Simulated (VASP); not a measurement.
Wanted: the native input for a VASP 6.6.1 run.

- Task: single point
- Functional: PBE
- Potentials or basis: VASP PAW PBE potentials, release 64 (Zn, O)
- Cutoff: 520 eV
- k mesh: 5 × 5 × 3
- Occupations: fermi-dirac, width 0.05 eV
- Spin: no spin polarisation
- Dipole correction: no
- Further INCAR settings: ALGO = Normal; EDIFF = 1e-06; NBANDS = 26

The structure of ZnO (zincite) lies in POSCAR:

```
ZnO
1.0
    3.2493080000      0.0000000000      0.0000000000
   -1.6246540000      2.8139832727      0.0000000000
    0.0000000000      0.0000000000      5.2057090000
Zn O
2 2
Direct
    0.6666666667      0.3333333333      0.0000000000
    0.3333333333      0.6666666667      0.5000000000
    0.3333333333      0.6666666667      0.8790100000
    0.6666666667      0.3333333333      0.3790100000
```

One way to write it, as run:

INCAR

```
PREC = Accurate
ENCUT = 520
EDIFF = 1E-6
ISMEAR = -1
SIGMA = 0.05
LREAL = F
LASPH = T
NELM = 60
ALGO = Normal
ISIF = 2
LWAVE = F
LCHARG = T
GGA = PE
LELF = T
LVHAR = T
NBANDS = 26
```

KPOINTS

```
regular mesh
0
Gamma
  5 5 3
```

Potentials or basis: VASP PAW PBE potentials, release 64 (Zn, O).

Command:

```sh
$ cat potpaw_PBE.64/Zn/POTCAR potpaw_PBE.64/O/POTCAR > POTCAR
$ mpirun -np 1 vasp_std > vasp.out
```

It gave:

| Item | Value |
| --- | --- |
| Pressure | 6.0 GPa |
| Largest force | 0.074 eV/Å |
| Band gap on the k mesh | 0.79 eV, direct |

Caveat: the k points lie up to 0.45 Å⁻¹ apart.

It took 15 s on 1 thread of Intel Xeon 6975P-C (shared host), peak memory 0.16 GiB.
